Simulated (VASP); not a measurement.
# Zr2TiB2 (P-6m2) in VASP: single point with PBE

Aim: the single point of Zr2TiB2 with PBE.

Program: VASP 6.6.1. These are calculated values, not measurements. Logs are shortened: lines on timing, memory, paths and dates and some standing lists are left out, and cuts for length are marked.

**1. The cell of the first run**

Symmetry: P-6m2, No. 187, hexagonal system. The conventional cell has a = 3.155 Å, b = 3.155 Å, c = 8.539 Å, α = 90.00°, β = 90.00°, γ = 120.00°. Zr (site symmetry 3m) has 6 B at 2.53 Å and 3 Ti at 3.10 Å and 6 Zr at 3.15 Å within 3.3 Å. Ti (site symmetry -6m2) has 6 Zr at 3.10 Å and 6 Ti at 3.15 Å within 4.1 Å. B (site symmetry -6m2) has 3 B at 1.82 Å within 2.4 Å. B (site symmetry -6m2) has 3 B at 1.82 Å within 2.4 Å.

**2. Single point, PBE**

INCAR

```
SYSTEM = Zr2TiB2
  PREC = Accurate
  ENCUT = 640
  EDIFF = 1E-6
  ISMEAR = 0
  SIGMA = 0.1
  LREAL = .False.
  LASPH = .True.
  NELM = 300
  ALGO = All
  ISIF = 2
  LWAVE = .False.
  LCHARG = .False.
  GGA = PE
  NBANDS = 29
  GGA_COMPAT = .False.
  ISEARCH = 1
  KPAR = 4
```

KPOINTS

```
regular mesh
0
Gamma
  12 12 6
  0 0 0
```

POSCAR

```
Zr2TiB2
1.0
    3.1548473764      0.0000000000      0.0000000000
   -1.5774236882      2.7321779730      0.0000000000
    0.0000000000      0.0000000000      8.5393092119
Zr Ti B
2 1 2
Direct
    0.0000000000      0.0000000000      0.7938946070
    0.0000000000      0.0000000000      0.2061053930
    0.6666666667      0.3333333333      0.5000000000
    0.3333333333      0.6666666667      0.0000000000
    0.6666666667      0.3333333333      0.0000000000
```

Potentials or basis: VASP PAW PBE potentials, release 64 (Zr_sv, Ti_sv, B).

Launch:

```sh
> cat potpaw_PBE.64/Zr_sv/POTCAR potpaw_PBE.64/Ti_sv/POTCAR potpaw_PBE.64/B/POTCAR > POTCAR
> mpirun -np 4 vasp_std > vasp.out
```

OUTCAR:

```text
SYSTEM = Zr2TiB2
   PREC = Accurate
   ENCUT = 640
   EDIFF = 1E-6
   ISMEAR = 0
   LREAL = .False.
   LASPH = .True.
   NELM = 300
   ISIF = 2
   GGA = PE

 ion  position               nearest neighbor table
   1  0.000  0.000  0.794-   4 2.53   5 2.53   4 2.53   5 2.53   5 2.53   4 2.53   3 3.10   3 3.10
                             3 3.10   2 3.52
   2  0.000  0.000  0.206-   4 2.53   5 2.53   4 2.53   5 2.53   5 2.53   4 2.53   3 3.10   3 3.10
                             3 3.10   1 3.52
   3  0.667  0.333  0.500-   1 3.10   2 3.10   1 3.10   2 3.10   1 3.10   2 3.10
   4  0.333  0.667  0.000-   5 1.82   5 1.82   5 1.82   1 2.53   2 2.53   2 2.53   1 2.53   2 2.53
                             1 2.53
   5  0.667  0.333  0.000-   4 1.82   4 1.82   4 1.82   1 2.53   2 2.53   1 2.53   2 2.53   1 2.53
                             2 2.53

  LATTYP: Found a hexagonal cell.
 ALAT       =     3.1548473764
 C/A-ratio  =     2.7067265681

  Lattice vectors:

 A1 = (   3.1548473764,   0.0000000000,   0.0000000000)
 A2 = (  -1.5774236882,   2.7321779730,   0.0000000000)
 A3 = (   0.0000000000,   0.0000000000,   8.5393092119)

Analysis of symmetry for initial positions (statically):
=====================================================================
 Subroutine PRICEL returns:
 Original cell was already a primitive cell.

 Routine SETGRP: Setting up the symmetry group for a
 hexagonal supercell.

 Subroutine GETGRP returns: Found 12 space group operations
 (whereof 12 operations were pure point group operations)
 out of a pool of 24 trial point group operations.

The static configuration has the point symmetry D_3h.

Analysis of symmetry for dynamics (positions and initial velocities):
=====================================================================
 Subroutine PRICEL returns:
 Original cell was already a primitive cell.

 Routine SETGRP: Setting up the symmetry group for a
 hexagonal supercell.

 Subroutine GETGRP returns: Found 12 space group operations
 (whereof 12 operations were pure point group operations)
 out of a pool of 24 trial point group operations.

The dynamic configuration has the point symmetry D_3h.

 Subroutine INISYM returns: Found 12 space group operations
 (whereof 12 operations are pure point group operations),
 and found     1 'primitive' translations

----------------------------------------------------------------------------------------

                                     Primitive cell

  volume of cell :      73.6055

  direct lattice vectors                    reciprocal lattice vectors
     3.154847376  0.000000000  0.000000000     0.316972544  0.183004184  0.000000000
    -1.577423688  2.732177973  0.000000000     0.000000000  0.366008368  0.000000000
     0.000000000  0.000000000  8.539309212     0.000000000  0.000000000  0.117105491

  length of vectors
     3.154847376  3.154847376  8.539309212     0.366008368  0.366008368  0.117105491

  position of ions in fractional coordinates (direct lattice)
     0.000000000  0.000000000  0.793894607
     0.000000000  0.000000000  0.206105393
     0.666666667  0.333333333  0.500000000
     0.333333333  0.666666667  0.000000000
     0.666666667  0.333333333  0.000000000

  ion indices of the primitive-cell ions
   primitive index   ion index
                 1           1
                 2           2
                 3           3
                 4           4
                 5           5

----------------------------------------------------------------------------------------

 KPOINTS: regular mesh

Automatic generation of k-mesh.
 Grid dimensions read from file:
 generate k-points for:   12   12    6

 Generating k-lattice:

  Cartesian coordinates                     Fractional coordinates (reciprocal lattice)
     0.026414379  0.015250349  0.000000000     0.083333333  0.000000000  0.000000000
     0.000000000  0.030500697  0.000000000     0.000000000  0.083333333  0.000000000
     0.000000000  0.000000000  0.019517582     0.000000000  0.000000000  0.166666667

  Length of vectors
     0.030500697  0.030500697  0.019517582

  Shift w.r.t. Gamma in fractional coordinates (k-lattice)
     0.000000000  0.000000000  0.000000000

 Subroutine IBZKPT returns following result:
 ===========================================

 Found     76 irreducible k-points:

 Following reciprocal coordinates:
            Coordinates               Weight
  0.000000  0.000000  0.000000      1.000000
  0.083333  0.000000  0.000000      6.000000
  0.166667  0.000000  0.000000      6.000000
  0.250000  0.000000  0.000000      6.000000
  0.333333 -0.000000  0.000000      6.000000
  0.416667  0.000000  0.000000      6.000000
[... 16 lines left out ...]
  0.250000  0.000000  0.166667     12.000000
  0.333333 -0.000000  0.166667     12.000000
 [... further k-points ...]
   k-points           NKPTS =     76   k-points in BZ     NKDIM =     76   number of bands    NBANDS=     29
   number of dos      NEDOS =    301   number of ions     NIONS =      5
   total plane-waves  NPLWV =  54880
   dimension x,y,z NGX =    28 NGY =   28 NGZ =   70
   dimension x,y,z NGXF=    56 NGYF=   56 NGZF=  140
   ions per type =               2   1   2
   NGX,Y,Z   is equivalent  to a cutoff of  14.75, 14.75, 13.63 a.u.
   NGXF,Y,Z  is equivalent  to a cutoff of  29.51, 29.51, 27.26 a.u.
 SYSTEM =  Zr2TiB2
   PREC   = accura    normal or accurate (medium, high low for compatibility)
   ISTART =      0    job   : 0-new  1-cont  2-samecut
   ICHARG =      2    charge: 1-file 2-atom 10-const
   ISPIN  =      1    spin polarized calculation?
   LNONCOLLINEAR =      F non collinear calculations
   LSORBIT =      F    spin-orbit coupling
   LASPH  =      T    aspherical Exc in radial PAW
   ENCUT  =  640.0 eV  47.04 Ry    6.86 a.u.   6.51  6.51 17.61*2*pi/ulx,y,z
   NELM   =    300;   NELMIN=  2; NELMDL= -5     # of ELM steps
   EDIFF  = 0.1E-05   stopping-criterion for ELM
   LREAL  =      F    real-space projection
   EDIFFG = 0.1E-04   stopping-criterion for IOM
   NSW    =      0    number of steps for IOM
   IBRION =     -1    ionic relax: 0-MD 1-quasi-New 2-CG
   NFREE  =      0    steps in history (QN), initial steepest desc. (CG)
   ISIF   =      2    stress and relaxation
   ISYM   =      2    0-nonsym 1-usesym 2-fastsym
   POTIM  = 0.5000    time-step for ionic-motion
   TEBEG  =    0.0;   TEEND  =   0.0 temperature during run
   PSTRESS=    0.0 pullay stress
   NELECT =      42.0000    total number of electrons
   NUPDOWN=      -1.0000    fix difference up-down
   EMIN   =  10.00;   EMAX   =-10.00  energy-range for DOS
   EFERMI =   0.00;   METHOD = LEGACY
   ISMEAR =     0;   SIGMA  =   0.10  broadening in eV -4-tet -1-fermi 0-gaus
   EFERMI_NEDOS =   21; number of points for ismear=-14 and -15
   IALGO  =     58    algorithm
   IMIX   =      4    mixing-type and parameters
     AMIX     =   0.40;   BMIX     =  1.00
     AMIX_MAG =   1.60;   BMIX_MAG =  1.00
  volume/ion in A,a.u.               =      14.72        99.34
  Fermi-wavevector in a.u.,A,eV,Ry     =   1.357859  2.565981 25.086152  1.843780
  Thomas-Fermi vector in A             =   2.484741
   LORBIT       =      0    0 simple, 1 ext, 2 COOP (PROOUT), +10 PAW based schemes
   GGA     = PE    functional components
   LHFCALC =     F    Hartree Fock is set to
   AEXX    =    0.0000 exact exchange contribution
   IVDW    =     0    specifies the selected vdW correction
   LEPSILON=     F    determine dielectric tensor
   LRPA    =     F    only Hartree local field effects (RPA)
 non-spin polarized calculation
 Gauss-broadening in eV      SIGMA  =   0.10
  energy-cutoff  :      640.00
  volume of cell :       73.61
 maximum number of plane-waves:      2748
 NGX is ok and might be reduce to    28
   NGX = 13   NGY = 13   NGZ = 35

 number of electron      41.9999999 magnetization

 Free energy of the ion-electron system (eV)
  ---------------------------------------------------
  ext. energy  EPLUGINS =         0.00000000
  ---------------------------------------------------
  free energy    TOTEN  =       -40.97330264 eV

  energy without entropy =      -40.95995180  energy(sigma->0) =      -40.96662722

 E-fermi :   8.9065     XC(G=0): -11.6091

 val. band max:        8.8903978402   @ k =   0.1667   0.0000   0.3333
 cond. band min:       8.9139372686   @ k =   0.1667   0.0000   0.1667
 fundamental gap:      0.0235394284
 Fermi energy:         8.9064572824

 k-point     1 :       0.0000    0.0000    0.0000
  band No.  band energies     occupation
      1     -48.1336      2.00000
      2     -39.5506      2.00000
      3     -39.5409      2.00000
      4     -24.3922      2.00000
      5     -24.2198      2.00000
      6     -24.2198      2.00000
[... 21 lines left out ...]
     28      11.5212      0.00000
     29      11.5976      0.00000

 k-point     2 :       0.0833    0.0000    0.0000
  band No.  band energies     occupation
      1     -48.1317      2.00000
      2     -39.5428      2.00000
      3     -39.5332      2.00000
      4     -24.3899      2.00000
      5     -24.2351      2.00000
      6     -24.2234      2.00000
[... 21 lines left out ...]
     28      11.2557      0.00000
     29      11.9242      0.00000

 k-point     3 :       0.1667    0.0000    0.0000
  band No.  band energies     occupation
      1     -48.1264      2.00000
      2     -39.5216      2.00000
      3     -39.5120      2.00000
      4     -24.3835      2.00000
      5     -24.2765      2.00000
      6     -24.2333      2.00000
[... 21 lines left out ...]
     28      11.2145      0.00000
     29      12.2291      0.00000

 k-point     4 :       0.2500    0.0000    0.0000
  band No.  band energies     occupation
      1     -48.1192      2.00000
      2     -39.4923      2.00000
      3     -39.4828      2.00000
      4     -24.3749      2.00000
      5     -24.3327      2.00000
      6     -24.2466      2.00000
[... 21 lines left out ...]
     28      11.7640      0.00000
     29      12.2011      0.00000

 k-point     5 :       0.3333   -0.0000    0.0000
  band No.  band energies     occupation
      1     -48.1121      2.00000
      2     -39.4629      2.00000
      3     -39.4535      2.00000
      4     -24.3885      2.00000
      5     -24.3662      2.00000
      6     -24.2600      2.00000
[... 21 lines left out ...]
     28      12.3493      0.00000
     29      12.4953      0.00000
[... 510 lines left out ...]
     28      11.5037      0.00000
     29      11.7471      0.00000

 k-point    22 :       0.1667    0.0000    0.1667
  band No.  band energies     occupation
      1     -48.1264      2.00000
      2     -39.5217      2.00000
      3     -39.5119      2.00000
      4     -24.3835      2.00000
      5     -24.2765      2.00000
      6     -24.2333      2.00000
[... 21 lines left out ...]
     28      11.3231      0.00000
     29      11.3479      0.00000

 k-point    23 :       0.2500    0.0000    0.1667
  band No.  band energies     occupation
      1     -48.1192      2.00000
      2     -39.4924      2.00000
      3     -39.4828      2.00000
      4     -24.3749      2.00000
      5     -24.3327      2.00000
      6     -24.2467      2.00000
[... 21 lines left out ...]
     28      11.7559      0.00000
     29      11.8616      0.00000

 k-point    24 :       0.3333   -0.0000    0.1667
  band No.  band energies     occupation
      1     -48.1121      2.00000
      2     -39.4629      2.00000
      3     -39.4535      2.00000
      4     -24.3885      2.00000
      5     -24.3662      2.00000
      6     -24.2600      2.00000
[... 21 lines left out ...]
     28      12.2691      0.00000
     29      12.5723      0.00000

 [... further k-points ...]

------------------------ aborting loop because EDIFF is reached ----------------------------------------

  FORCE on cell =-STRESS in cart. coord.  units (eV):
  Direction    XX          YY          ZZ          XY          YZ          ZX
  --------------------------------------------------------------------------------------
  -------------------------------------------------------------------------------------
  Total        0.0149584      0.0149584      0.0202893      0.0000000      0.0000000      0.0000000
  in kB        0.3256007      0.3256007      0.4416397      0.0000000      0.0000000      0.0000000
  external PRESSURE =       0.3642804 kB  Pullay stress =       0.0000000 kB

 VOLUME and BASIS-vectors are now :
 -----------------------------------------------------------------------------
  energy-cutoff  :      640.00
  volume of cell :       73.61
      direct lattice vectors                 reciprocal lattice vectors
     3.154847376  0.000000000  0.000000000     0.316972544  0.183004184  0.000000000
    -1.577423688  2.732177973  0.000000000     0.000000000  0.366008368  0.000000000
     0.000000000  0.000000000  8.539309212     0.000000000  0.000000000  0.117105491

 POSITION                                       TOTAL-FORCE (eV/Angst)
 -----------------------------------------------------------------------------------
      0.00000      0.00000      6.77931         0.000000     -0.000000     -0.005952
      0.00000      0.00000      1.76000         0.000000     -0.000000      0.005952
      1.57742      0.91073      4.26965        -0.000000      0.000000     -0.000000
     -0.00000      1.82145      0.00000        -0.000000     -0.000000     -0.000000
      1.57742      0.91073      0.00000         0.000000      0.000000     -0.000000
 -----------------------------------------------------------------------------------
    total drift:                               -0.000000      0.000000      0.000000

  FREE ENERGIE OF THE ION-ELECTRON SYSTEM (eV)
  ---------------------------------------------------
  free  energy   TOTEN  =       -40.9733026395 eV

  energy  without entropy=      -40.9599515721  energy(sigma->0) =      -40.96662711
```

It took 3.2 min on 4 MPI ranks of AMD EPYC 7R43 (Zen 3), shared host; peak memory 0.53 GiB.

Results:

```yaml
Free_energy: -40.9733 eV
Pressure: 0.0 GPa
Largest_force: 0.006 eV/Å
Band_gap_on_the_k_mesh: zero (bands 21 and 22 overlap by 1.04 eV)
```

Forces on the atoms (eV/Å):
```
Zr   0.000  0.000 -0.006
Zr   0.000  0.000  0.006
Ti   0.000  0.000  0.000
B    0.000  0.000  0.000
B    0.000  0.000  0.000
```

Levels at points of the mesh, in eV from the Fermi level:
```tsv
k point	band 18	band 19	band 20	band 21	band 22	band 23	band 24	band 25
(0.00, 0.00, 0.00)	-1.74	-0.10	0.42	0.70	0.70	0.89	0.89	1.08
(0.50, 0.00, 0.00)	-2.13	-1.79	-0.91	-0.40	0.43	0.88	1.23	2.71
(0.00, 0.00, 0.50)	-1.75	-0.26	0.04	0.75	0.75	1.26	1.26	1.30
(0.50, 0.00, 0.50)	-1.88	-1.56	-1.21	-0.41	0.72	0.89	1.15	2.52
```

The gap in the log of VASP goes by the Fermi energy; the results here count the filled bands.